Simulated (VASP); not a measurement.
A run of VASP 6.6.1 is set up as follows.

File POSCAR:

```
LiH
1.0
    0.0000000000      2.0528250000      2.0325000000
    2.0325000000      0.0000000000      2.0325000000
    2.0325000000      2.0528250000      0.0000000000
Li H
1 1
Direct
    0.0000000000      0.0000000000      0.0000000000
    0.5000000000      0.5000000000      0.5000000000
```

INCAR.step1

```
PREC = Accurate
ENCUT = 520
ISMEAR = 0
SIGMA = 0.05
LREAL = F
LASPH = T
NELM = 80
NBANDS = 9
GGA = PE
ALGO = Normal
EDIFF = 1E-4
LWAVE = T
LCHARG = F
```

Contents of INCAR.step2:

```
PREC = Accurate
ENCUT = 520
EDIFF = 1E-6
ISMEAR = 0
SIGMA = 0.05
LREAL = F
LASPH = T
NELM = 80
ALGO = Normal
ISIF = 2
LWAVE = F
LCHARG = T
METAGGA = R2SCAN
LMIXTAU = T
LELF = T
LVHAR = T
NBANDS = 9
ISTART = 1
```

KPOINTS

```
Automatic mesh
0
Gamma
  10 10 10
```

Potentials or basis: VASP PAW PBE potentials, release 64 (Li_sv, H).

The run is started by

```sh
$ cat potpaw_PBE.64/Li_sv/POTCAR potpaw_PBE.64/H/POTCAR > POTCAR
$ cp INCAR.step1 INCAR
$ mpirun -np 1 vasp_std > vasp.out
$ cp INCAR.step2 INCAR
$ mpirun -np 1 vasp_std > vasp.out
```

(1) Estimate the band gap on the k mesh.

Answers

(1) 3.50 eV (least direct gap 3.57 eV).

Caveat: the cell differs from its parent crystal (strain +0.0100 x Voigt [0, 1, 0, 0, 0, 0]).
